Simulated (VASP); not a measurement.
# NbRu3 (R-3m) in VASP: notebook

Runs on NbRu3. Level: LDA. Tasks: electric field gradients.

Program: VASP 6.6.1. These are calculated values, not measurements. Logs are shortened: lines on timing, memory, paths and dates and some standing lists are left out, and cuts for length are marked.

### 1 The cell of the first run

Symmetry: R-3m, No. 166, trigonal system. The conventional cell has a = 5.542 Å, b = 5.542 Å, c = 6.586 Å, α = 90.00°, β = 90.00°, γ = 120.00°. Nb (site symmetry -3m) has 12 Ru at 2.72 to 2.77 Å within 3.6 Å. Within 3.6 Å of Ru (site symmetry 2/m) lie 4 Nb at 2.72 to 2.77 Å and 8 Ru at 2.72 to 2.77 Å.

### 2 Electric field gradients, LDA (equal xy, yz and zx shear strains of -2 %)

File INCAR:

```
ALGO     = Normal         # electronic algorithm
EDIFF    = 1E-8           # SCF threshold, eV
ENCUT    = 520            # plane-wave cutoff, eV
ISIF     = 2              # what is computed and relaxed
ISMEAR   = -1             # smearing method
LASPH    = T              # aspherical terms in the spheres
LCHARG   = F              # write CHGCAR
LEFG     = T            
LREAL    = F              # projectors in reciprocal space
LWAVE    = F              # write WAVECAR
NBANDS   = 36             # bands
NELM     = 60             # most SCF steps
PREC     = Accurate       # precision mode
SIGMA    = 0.05           # smearing width, eV
```

File KPOINTS:

```
k-points
0
Gamma
  9 9 9
```

File POSCAR:

```
NbRu3
1.0
    3.8800000000     -0.0388000000     -0.0388000000
   -0.0388000000      3.8800000000     -0.0388000000
   -0.0388000000     -0.0388000000      3.8800000000
Nb Ru
1 3
Direct
    0.0000000000      0.0000000000      0.0000000000
    0.0000000000      0.5000000000      0.5000000000
    0.5000000000      0.0000000000      0.5000000000
    0.5000000000      0.5000000000      0.0000000000
```

Potentials or basis: VASP PAW LDA potentials, release 64 (Nb_sv, Ru_pv).

Command:

```bash
> cat potpaw_LDA.64/Nb_sv/POTCAR potpaw_LDA.64/Ru_pv/POTCAR > POTCAR
> mpirun -np 1 vasp_std > vasp.out
```

OUTCAR:

```text
EDIFF = 1E-8
   ENCUT = 520
   ISIF = 2
   ISMEAR = -1
   LASPH = T
   LREAL = F
   NELM = 60
   PREC = Accurate

 ion  position               nearest neighbor table
   1  0.000  0.000  0.000-   2 2.72   3 2.72   4 2.72   2 2.72   3 2.72   4 2.72   4 2.77   2 2.77
                             3 2.77   4 2.77   3 2.77   2 2.77
   2  0.000  0.500  0.500-   1 2.72   3 2.72   4 2.72   1 2.72   4 2.72   3 2.72   3 2.77   1 2.77
                             3 2.77   4 2.77   4 2.77   1 2.77
   3  0.500  0.000  0.500-   1 2.72   2 2.72   4 2.72   4 2.72   1 2.72   2 2.72   4 2.77   1 2.77
                             1 2.77   2 2.77   4 2.77   2 2.77
   4  0.500  0.500  0.000-   1 2.72   2 2.72   3 2.72   3 2.72   2 2.72   1 2.72   3 2.77   2 2.77
                             1 2.77   2 2.77   3 2.77   1 2.77

  LATTYP: Found a trigonal (rhomboedric) cell.
 ALAT       =     3.8803879806
 COS(alpha) =    -0.0198960208

  Lattice vectors:

 A1 = (   3.8800000000,  -0.0388000000,  -0.0388000000)
 A2 = (  -0.0388000000,   3.8800000000,  -0.0388000000)
 A3 = (  -0.0388000000,  -0.0388000000,   3.8800000000)

Analysis of symmetry for initial positions (statically):
=====================================================================
 Subroutine PRICEL returns:
 Original cell was already a primitive cell.

 Routine SETGRP: Setting up the symmetry group for a
 trigonal (rhombohedral) supercell.

 Subroutine GETGRP returns: Found 12 space group operations
 (whereof 12 operations were pure point group operations)
 out of a pool of 12 trial point group operations.

The static configuration has the point symmetry D_3d.

Analysis of symmetry for dynamics (positions and initial velocities):
=====================================================================
 Subroutine PRICEL returns:
 Original cell was already a primitive cell.

 Routine SETGRP: Setting up the symmetry group for a
 trigonal (rhombohedral) supercell.

 Subroutine GETGRP returns: Found 12 space group operations
 (whereof 12 operations were pure point group operations)
 out of a pool of 12 trial point group operations.

The dynamic configuration has the point symmetry D_3d.

 Subroutine INISYM returns: Found 12 space group operations
 (whereof 12 operations are pure point group operations),
 and found     1 'primitive' translations

----------------------------------------------------------------------------------------

                                     Primitive cell

  volume of cell :      58.3934

  direct lattice vectors                    reciprocal lattice vectors
     3.880000000 -0.038800000 -0.038800000     0.257784036  0.002603879  0.002603879
    -0.038800000  3.880000000 -0.038800000     0.002603879  0.257784036  0.002603879
    -0.038800000 -0.038800000  3.880000000     0.002603879  0.002603879  0.257784036

  length of vectors
     3.880387981  3.880387981  3.880387981     0.257810337  0.257810337  0.257810337

  position of ions in fractional coordinates (direct lattice)
     0.000000000  0.000000000  0.000000000
     0.000000000  0.500000000  0.500000000
     0.500000000  0.000000000  0.500000000
     0.500000000  0.500000000  0.000000000

  ion indices of the primitive-cell ions
   primitive index   ion index
                 1           1
                 2           2
                 3           3
                 4           4

----------------------------------------------------------------------------------------

 KPOINTS: k-points

Automatic generation of k-mesh.
 Grid dimensions read from file:
 generate k-points for:    9    9    9

 Generating k-lattice:

  Cartesian coordinates                     Fractional coordinates (reciprocal lattice)
     0.028642671  0.000289320  0.000289320     0.111111111  0.000000000  0.000000000
     0.000289320  0.028642671  0.000289320     0.000000000  0.111111111  0.000000000
     0.000289320  0.000289320  0.028642671     0.000000000  0.000000000  0.111111111

  Length of vectors
     0.028645593  0.028645593  0.028645593

  Shift w.r.t. Gamma in fractional coordinates (k-lattice)
     0.000000000  0.000000000  0.000000000

 Subroutine IBZKPT returns following result:
 ===========================================

 Found     85 irreducible k-points:

 Following reciprocal coordinates:
            Coordinates               Weight
  0.000000  0.000000  0.000000      1.000000
  0.111111  0.000000  0.000000      6.000000
  0.222222  0.000000  0.000000      6.000000
  0.333333  0.000000  0.000000      6.000000
  0.444444  0.000000  0.000000      6.000000
  0.111111  0.111111  0.000000      6.000000
[... 16 lines left out ...]
 -0.333333  0.333333  0.000000      6.000000
  0.444444  0.444444  0.000000      6.000000
 [... further k-points ...]
   k-points           NKPTS =     85   k-points in BZ     NKDIM =     85   number of bands    NBANDS=     36
   number of dos      NEDOS =    301   number of ions     NIONS =      4
   total plane-waves  NPLWV =  27000
   dimension x,y,z NGX =    30 NGY =   30 NGZ =   30
   dimension x,y,z NGXF=    60 NGYF=   60 NGZF=   60
   ions per type =               1   3
   NGX,Y,Z   is equivalent  to a cutoff of  12.85, 12.85, 12.85 a.u.
   NGXF,Y,Z  is equivalent  to a cutoff of  25.71, 25.71, 25.71 a.u.
 SYSTEM =  unknown system
   PREC   = accura    normal or accurate (medium, high low for compatibility)
   ISTART =      0    job   : 0-new  1-cont  2-samecut
   ICHARG =      2    charge: 1-file 2-atom 10-const
   ISPIN  =      1    spin polarized calculation?
   LNONCOLLINEAR =      F non collinear calculations
   LSORBIT =      F    spin-orbit coupling
   LASPH  =      T    aspherical Exc in radial PAW
   ENCUT  =  520.0 eV  38.22 Ry    6.18 a.u.   7.21  7.21  7.21*2*pi/ulx,y,z
   NELM   =     60;   NELMIN=  2; NELMDL= -5     # of ELM steps
   EDIFF  = 0.1E-07   stopping-criterion for ELM
   LREAL  =      F    real-space projection
   EDIFFG = 0.1E-06   stopping-criterion for IOM
   NSW    =      0    number of steps for IOM
   IBRION =     -1    ionic relax: 0-MD 1-quasi-New 2-CG
   NFREE  =      0    steps in history (QN), initial steepest desc. (CG)
   ISIF   =      2    stress and relaxation
   ISYM   =      2    0-nonsym 1-usesym 2-fastsym
   POTIM  = 0.5000    time-step for ionic-motion
   TEBEG  =    0.0;   TEEND  =   0.0 temperature during run
   PSTRESS=    0.0 pullay stress
   NELECT =      55.0000    total number of electrons
   NUPDOWN=      -1.0000    fix difference up-down
   EMIN   =  10.00;   EMAX   =-10.00  energy-range for DOS
   EFERMI =   0.00;   METHOD = LEGACY
   ISMEAR =    -1;   SIGMA  =   0.05  broadening in eV -4-tet -1-fermi 0-gaus
   EFERMI_NEDOS =   21; number of points for ismear=-14 and -15
   IALGO  =     38    algorithm
   IMIX   =      4    mixing-type and parameters
     AMIX     =   0.40;   BMIX     =  1.00
     AMIX_MAG =   1.60;   BMIX_MAG =  1.00
  volume/ion in A,a.u.               =      14.60        98.51
  Fermi-wavevector in a.u.,A,eV,Ry     =   1.604751  3.032540 35.038085  2.575227
  Thomas-Fermi vector in A             =   2.701206
   LORBIT       =      0    0 simple, 1 ext, 2 COOP (PROOUT), +10 PAW based schemes
   GGA     = CA    functional components
   LHFCALC =     F    Hartree Fock is set to
   AEXX    =    0.0000 exact exchange contribution
   IVDW    =     0    specifies the selected vdW correction
   LEPSILON=     F    determine dielectric tensor
   LRPA    =     F    only Hartree local field effects (RPA)
 non-spin polarized calculation
  energy-cutoff  :      520.00
  volume of cell :       58.39
 maximum number of plane-waves:      1586
 NGX is ok and might be reduce to    30
   NGX = 15   NGY = 15   NGZ = 15

 number of electron      55.0000006 magnetization

 Free energy of the ion-electron system (eV)
  ---------------------------------------------------
  ext. energy  EPLUGINS =         0.00000000
  ---------------------------------------------------
  free energy    TOTEN  =       -43.73232935 eV

  energy without entropy =      -43.68978955  energy(sigma->0) =      -43.71105945

 E-fermi :  12.0385     XC(G=0): -13.9117

 val. band max:       12.0370001642   @ k =  -0.2222   0.1111  -0.0000
 cond. band min:      12.0425888710   @ k =  -0.3333   0.2222   0.1111
 fundamental gap:      0.0055887068
 Fermi energy:        12.0385166829

 k-point     1 :       0.0000    0.0000    0.0000
  band No.  band energies     occupation
      1     -42.4009      2.00000
      2     -30.5076      2.00000
      3     -30.5076      2.00000
      4     -30.4633      2.00000
      5     -30.1190      2.00000
      6     -30.0944      2.00000
[... 28 lines left out ...]
     35      16.7308      0.00000
     36      16.7942      0.00000

 k-point     2 :       0.1111    0.0000    0.0000
  band No.  band energies     occupation
      1     -42.4011      2.00000
      2     -30.4976      2.00000
      3     -30.4912      2.00000
      4     -30.4516      2.00000
      5     -30.1204      2.00000
      6     -30.0993      2.00000
[... 28 lines left out ...]
     35      16.7604      0.00000
     36      17.6916      0.00000

 k-point     3 :       0.2222    0.0000    0.0000
  band No.  band energies     occupation
      1     -42.4016      2.00000
      2     -30.4704      2.00000
      3     -30.4473      2.00000
      4     -30.4155      2.00000
      5     -30.1247      2.00000
      6     -30.1150      2.00000
[... 28 lines left out ...]
     35      16.7294      0.00000
     36      19.1732      0.00000
[... 742 lines left out ...]
 k-point    23 :      -0.3333    0.3333    0.0000
  band No.  band energies     occupation
      1     -42.4015      2.00000
      2     -30.4694      2.00000
      3     -30.3303      2.00000
      4     -30.3120      2.00000
      5     -30.2369      2.00000
      6     -30.1412      2.00000
[... 28 lines left out ...]
     35      16.7223      0.00000
     36      18.4070      0.00000

 k-point    24 :       0.4444    0.4444    0.0000
  band No.  band energies     occupation
      1     -42.4012      2.00000
      2     -30.4508      2.00000
      3     -30.3951      2.00000
      4     -30.2272      2.00000
      5     -30.1770      2.00000
      6     -30.1666      2.00000
[... 28 lines left out ...]
     35      16.1366      0.00000
     36      18.0020      0.00000

 [... further k-points ...]

------------------------ aborting loop because EDIFF is reached ----------------------------------------

  FORCE on cell =-STRESS in cart. coord.  units (eV):
  Direction    XX          YY          ZZ          XY          YZ          ZX
  --------------------------------------------------------------------------------------
  -------------------------------------------------------------------------------------
  Total       -3.8753036     -3.8753036     -3.8753036      1.1662985      1.1662985      1.1662985
  in kB     -106.3291419   -106.3291419   -106.3291419     32.0004652     32.0004652     32.0004652
  external PRESSURE =    -106.3291419 kB  Pullay stress =       0.0000000 kB

 VOLUME and BASIS-vectors are now :
 -----------------------------------------------------------------------------
  energy-cutoff  :      520.00
  volume of cell :       58.39
      direct lattice vectors                 reciprocal lattice vectors
     3.880000000 -0.038800000 -0.038800000     0.257784036  0.002603879  0.002603879
    -0.038800000  3.880000000 -0.038800000     0.002603879  0.257784036  0.002603879
    -0.038800000 -0.038800000  3.880000000     0.002603879  0.002603879  0.257784036

 POSITION                                       TOTAL-FORCE (eV/Angst)
 -----------------------------------------------------------------------------------
      0.00000      0.00000      0.00000        -0.000000      0.000000      0.000000
     -0.03880      1.92060      1.92060         0.000000      0.000000      0.000000
      1.92060     -0.03880      1.92060        -0.000000     -0.000000     -0.000000
      1.92060      1.92060     -0.03880        -0.000000      0.000000      0.000000
 -----------------------------------------------------------------------------------
    total drift:                                0.000000      0.000000     -0.000000

  FREE ENERGIE OF THE ION-ELECTRON SYSTEM (eV)
  ---------------------------------------------------
  free  energy   TOTEN  =       -43.7323293547 eV

  energy  without entropy=      -43.6897895522  energy(sigma->0) =      -43.71105945

 Electric field gradients (V/A^2)
---------------------------------------------------------------------
 ion       V_xx      V_yy      V_zz      V_xy      V_xz      V_yz
---------------------------------------------------------------------
   1       0.000    -0.000    -0.000    -1.404    -1.404    -1.404
   2     -12.452     6.226     6.226    -6.902    -6.902     6.682
   3       6.226   -12.452     6.226    -6.902     6.682    -6.902
   4       6.226     6.226   -12.452     6.682    -6.902    -6.902
---------------------------------------------------------------------

 Electric field gradients after diagonalization (V/A^2)
 (convention: |V_zz| > |V_xx| > |V_yy|)
----------------------------------------------------------------------
 ion       V_xx      V_yy      V_zz     asymmetry (V_yy - V_xx)/ V_zz
----------------------------------------------------------------------
   1       1.404     1.404    -2.808       0.000
   2     -15.774    -0.456    16.230       0.944
   3     -15.774    -0.456    16.230       0.944
   4     -15.774    -0.456    16.230       0.944
----------------------------------------------------------------------

           NMR quadrupolar parameters

 Cq : quadrupolar parameter    Cq=e*Q*V_zz/h
 eta: asymmetry parameters     (V_yy - V_xx)/ V_zz
 Q  : nuclear electric quadrupole moment in mb (millibarn)
----------------------------------------------------------------------
 ion       Cq(MHz)       eta       Q (mb)
----------------------------------------------------------------------
   1      -0.007       0.000       1.000
   2       0.039       0.944       1.000
   3       0.039       0.944       1.000
   4       0.039       0.944       1.000
----------------------------------------------------------------------
```

Wall time 86 s (1 thread of Intel Xeon 6975P-C (Granite Rapids), shared host); peak memory 0.26 GiB.

What came out:

```
Free energy                             : -43.7323 eV
Pressure                                : -10.6 GPa
Band gap on the k mesh                  : zero (an odd number of electrons rules out a gap without spin polarisation)
Largest electric field gradient by atom : Nb -2.8; Ru +16.2 V/Å²
```

Electric field gradients, principal values (V/Å²):
```csv
atom,least,middle,greatest (by size)
1 Nb,1.404,1.404,-2.808
2 Ru,-0.456,-15.774,16.230
3 Ru,-0.456,-15.774,16.230
4 Ru,-0.456,-15.774,16.230
```

Caveat: the cell differs from its parent crystal (equal xy, yz and zx shear strains of -2 %); the cell stands under tension; without QUAD_EFG the Cq values of the log hold for a quadrupole moment of 1 mb, not for the nuclei.

(Continued in part 2 of 2.)
